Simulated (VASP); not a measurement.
# N in VASP: notebook, part 3 of 3

VASP 6.6.1. Earlier steps stand in the parts before.

**5. Single point, PBE+D3(BJ)**

The input, INCAR:

```
PREC     = Accurate       # precision mode
ENCUT    = 520            # plane-wave cutoff, eV
EDIFF    = 1E-6           # SCF threshold, eV
ISMEAR   = -1             # smearing method
SIGMA    = 0.05           # smearing width, eV
LREAL    = False          # projectors in reciprocal space
LASPH    = True           # aspherical terms in the spheres
NELM     = 80             # most SCF steps
ALGO     = Normal         # electronic algorithm
ISIF     = 2              # what is computed and relaxed
LWAVE    = False          # write WAVECAR
LCHARG   = False          # write CHGCAR
GGA      = PE             # functional
IVDW     = 12             # dispersion correction
NBANDS   = 42             # bands
```

The input, KPOINTS:

```
regular mesh
0
Gamma
  1 1 1
```

The input, POSCAR:

```
N
1.0
    7.2609030000      0.0000000000      0.0000000000
    0.0000000000      7.2609030000      0.0000000000
    0.0000000000      0.0000000000      7.2609030000
N
12
Direct
    0.4266824664      0.6988800153     -0.0097783981
    0.4229088310      0.7371810366      0.1360850021
    0.9534075858      0.5699428845      0.3740030682
    1.1042152746      0.5485130431      0.3575863773
    0.7566965156      0.1444723886      0.9216071334
    0.8673163655      0.0643032967      0.9935541075
    0.5185856360      0.3435660826      0.4503985248
    0.5563495339      0.4434985566      0.5592968258
    0.0846726640      0.7449486655      0.7752341548
    0.1350933899      0.8824935411      0.7316858523
    0.7455546507      0.8700432990      0.5264083544
    0.6036026098      0.9060305585      0.4856283027
```

Potentials or basis: VASP PAW PBE potentials, release 64 (N).

Command:

```
$ cat potpaw_PBE.64/N/POTCAR > POTCAR
$ mpirun -np 1 vasp_gam > vasp.out
```

OUTCAR:

```text
PREC = Accurate
   ENCUT = 520
   EDIFF = 1E-6
   ISMEAR = -1
   LREAL = False
   LASPH = True
   NELM = 80
   ISIF = 2
   GGA = PE
   IVDW = 12
 IVDW          = 12

 ion  position               nearest neighbor table
   1  0.427  0.699  0.990-   2 1.10
   2  0.423  0.737  0.136-   1 1.10
   3  0.953  0.570  0.374-   4 1.11
   4  0.104  0.549  0.358-   3 1.11
   5  0.757  0.144  0.922-   6 1.12
   6  0.867  0.064  0.994-   5 1.12
   7  0.519  0.344  0.450-   8 1.11
   8  0.556  0.443  0.559-   7 1.11
[... 248 lines left out ...]
  external pressure =        7.70 kB  Pullay stress =        0.00 kB

 VOLUME and BASIS-vectors are now :
 -----------------------------------------------------------------------------
  energy-cutoff  :      520.00
  volume of cell :      382.80
      direct lattice vectors                 reciprocal lattice vectors
     7.260903000  0.000000000  0.000000000     0.137723917  0.000000000  0.000000000
     0.000000000  7.260903000  0.000000000     0.000000000  0.137723917  0.000000000
     0.000000000  0.000000000  7.260903000     0.000000000  0.000000000  0.137723917

 POSITION                                       TOTAL-FORCE (eV/Angst)
 -----------------------------------------------------------------------------------
      3.09810      5.07450      7.18990         0.216252     -0.774358     -2.734622
      3.07070      5.35260      0.98810        -0.053344      0.730407      2.750384
      6.92260      4.13830      2.71560        -0.050549     -0.119781     -0.107378
      0.75670      3.98270      2.59640         0.081404     -0.045881      0.001245
      5.49430      1.04900      6.69170         0.822881     -0.598131      0.544242
      6.29750      0.46690      7.21410        -0.907291      0.668797     -0.451946
      3.76540      2.49460      3.27030        -0.210082     -0.537899     -0.617034
      4.03960      3.22020      4.06100         0.183296      0.533392      0.626234
      0.61480      5.40900      5.62890        -0.152038     -0.421478      0.101418
      0.98090      6.40770      5.31270         0.192916      0.402085     -0.176824
      5.41340      6.31730      3.82220         1.241857     -0.202396      0.399402
      4.38270      6.57860      3.52610        -1.365300      0.365244     -0.335121
 -----------------------------------------------------------------------------------
    total drift:                               -0.000480      0.000468     -0.000936

  FREE ENERGIE OF THE ION-ELECTRON SYSTEM (eV)
  ---------------------------------------------------
  free  energy   TOTEN  =      -100.2078002008 eV

  energy  without entropy=     -100.2078002007  energy(sigma->0) =     -100.20780020
```

OSZICAR:

```text
N       E                     dE             d eps       ncg     rms          rms(c)
DAV:   1     0.566669653584E+03    0.56667E+03   -0.29419E+04    84   0.124E+03
DAV:   2    -0.309674947366E+02   -0.59764E+03   -0.57880E+03   110   0.295E+02
DAV:   3    -0.103255196208E+03   -0.72288E+02   -0.71755E+02   104   0.114E+02
DAV:   4    -0.104742506421E+03   -0.14873E+01   -0.14747E+01    96   0.201E+01
DAV:   5    -0.104764626456E+03   -0.22120E-01   -0.22030E-01   102   0.222E+00    0.194E+01
DAV:   6    -0.100727385019E+03    0.40372E+01   -0.58994E+00   102   0.107E+01    0.111E+01
DAV:   7    -0.997794521952E+02    0.94793E+00   -0.41695E+00   112   0.911E+00    0.298E+00
DAV:   8    -0.997529104877E+02    0.26542E-01   -0.36652E-01    96   0.288E+00    0.525E-01
DAV:   9    -0.997508167772E+02    0.20937E-02   -0.14648E-02   104   0.567E-01    0.228E-01
DAV:  10    -0.997505212089E+02    0.29557E-03   -0.78130E-04   112   0.203E-01    0.732E-02
DAV:  11    -0.997503444276E+02    0.17678E-03   -0.26869E-04   112   0.111E-01    0.333E-02
DAV:  12    -0.997502975436E+02    0.46884E-04   -0.12012E-04   112   0.680E-02    0.220E-02
DAV:  13    -0.997502603943E+02    0.37149E-04   -0.27947E-05   104   0.547E-02    0.939E-03
DAV:  14    -0.997502610050E+02   -0.61072E-06   -0.18523E-05   120   0.251E-02    0.649E-03
DAV:  15    -0.997502608407E+02    0.16433E-06   -0.10766E-06    72   0.743E-03
   1 F= -.10020780E+03 E0= -.10020780E+03  d E =-.972122E-10
```

stdout:

```text
POSCAR found type information on POSCAR N
 POSCAR found :  1 types and      12 ions
 scaLAPACK will be used
 LDA part: xc-table for (Slater+PW92), standard interpolation
 POSCAR, INCAR and KPOINTS ok, starting setup
 FFT: planning ... GRIDC
 FFT: planning ... GRID_SOFT
 FFT: planning ... GRID
 WAVECAR not read
 entering main loop
```

Wall time 25 s (1 thread of Intel Xeon Platinum 8488C (Sapphire Rapids), shared host); peak memory 0.34 GiB.

Results:

```yaml
Free_energy: -100.2078 eV
Pressure: 0.8 GPa
Largest_force: 2.850 eV/Å
Dispersion_energy_per_atom: -0.038 eV
```

Forces in eV/Å, atoms in the order of the input:
```
N    0.216 -0.774 -2.735
N   -0.053  0.730  2.750
N   -0.051 -0.120 -0.107
N    0.081 -0.046  0.001
N    0.823 -0.598  0.544
N   -0.907  0.669 -0.452
N   -0.210 -0.538 -0.617
N    0.183  0.533  0.626
N   -0.152 -0.421  0.101
N    0.193  0.402 -0.177
N    1.242 -0.202  0.399
N   -1.365  0.365 -0.335
```

Stress tensor (GPa, compression positive):
```
0.55 0.03 0.09
0.03 0.34 0.67
0.09 0.67 1.42
```

Caveat: the k points lie up to 0.87 Å⁻¹ apart, too coarse for converged energies, forces and pressures; the standard files for N, O and F lose accuracy on very short bonds; the atoms stand as in a frame of molecular dynamics.

**6. The runs side by side**

```csv
cell,pressure (GPa),largest force (eV/Å)
"as given, atomic positions A",1.5,5.69
"as given, atomic positions B",1.5,6.51
"as given, atomic positions C",1.3,6.10
"as given, atomic positions D",0.8,2.85
```

Alike in all rows: task single point; level PBE+D3(BJ); potentials or basis VASP PAW PBE potentials, release 64 (N); no spin polarisation; k mesh 1 × 1 × 1; cutoff (eV) 520; smearing fermi-dirac 0.05 eV.

Caveats: all runs use coarse meshes; the standard files for N, O and F lose accuracy on very short bonds; the atoms stand as in a frame of molecular dynamics (at least some runs).

Total energies depend on the potentials used, so only differences within one code and one set of settings carry meaning.
